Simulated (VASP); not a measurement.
A run of VASP 6.6.1 is set up as follows.

File INCAR:

```
SYSTEM = Sc
PREC = Accurate
ENCUT = 600
EDIFF = 1E-7
ISMEAR = -1
SIGMA = 0.05
LREAL = .FALSE.
LASPH = .TRUE.
NELM = 60
ALGO = Normal
ISIF = 3
LWAVE = .FALSE.
LCHARG = .FALSE.
GGA = PS
IBRION = 2
NSW = 32
EDIFFG = -0.005
PSTRESS = -4.6000000000000005
```

File KPOINTS:

```
Automatic mesh
0
G
  14 14 14
  0 0 0
```

The input POSCAR:

```
Sc
1.0
   -2.7781641332      2.7781641332      1.5404929100
    2.7781641332     -2.7781641332      1.5404929100
    2.7781641332      2.7781641332     -1.5404929100
Sc
2
Direct
   -0.3750000000     -0.1250000000     -0.2500000000
    0.3750000000      0.1250000000      0.2500000000
```

Potentials or basis: VASP PAW PBE potentials, release 64 (Sc_sv).

Launch:

```console
$ cat potpaw_PBE.64/Sc_sv/POTCAR > POTCAR
$ mpirun -np 1 vasp_std > vasp.out
```

(1) Estimate the relaxed volume.

(2) Estimate the relaxed cell.

Answers

(1) 23.82 Å³/atom.

(2) a = 4.223 Å, b = 4.223 Å, c = 4.223 Å, α = 97.66°, β = 97.66°, γ = 137.18°.

Caveat: the cell is relaxed towards a set pressure, so the enthalpy falls and the energy may rise; the PAW data sets were made with another functional, which shifts forces and pressure a little.
